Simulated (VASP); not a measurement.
A run of VASP 6.6.1 is set up as follows.

The input INCAR:

```
SYSTEM = In4Sb
ALGO = Normal
EDIFF = 1E-6
ENCUT = 520
GGA = PE
ISIF = 2
ISMEAR = 0
LASPH = .TRUE.
LCHARG = .FALSE.
LREAL = .FALSE.
LWAVE = .FALSE.
NBANDS = 36
NELM = 60
PREC = Accurate
SIGMA = 0.1
```

Contents of KPOINTS:

```
k-points
0
G
  4 4 4
  0 0 0
```

File POSCAR:

```
In4Sb
1.0
    5.2442391700      0.0000000000      0.0000000000
    0.0000000000      5.2442391700      0.0000000000
    0.0000000000      0.0000000000      5.2442391700
In Sb
4 1
Direct
    0.2500000000      0.2500000000      0.2500000000
    0.7500000000      0.7500000000      0.2500000000
    0.2500000000      0.7500000000      0.7500000000
    0.7500000000      0.2500000000      0.7500000000
    0.0000000000      0.0000000000      0.0000000000
```

Potentials or basis: VASP PAW PBE potentials, release 64 (In_d, Sb).

Launch:

```sh
$ cat potpaw_PBE.64/In_d/POTCAR potpaw_PBE.64/Sb/POTCAR > POTCAR
$ mpirun -np 1 vasp_std > vasp.out
```

Question: Predict the band gap on the k mesh.

Answer: Zero (an odd number of electrons rules out a gap without spin polarisation).

Question: Predict the pressure.

Answer: 27.4 GPa.

Caveat: the cell stands under pressure; spin-orbit coupling is left out, which moves the levels of the heavy elements.
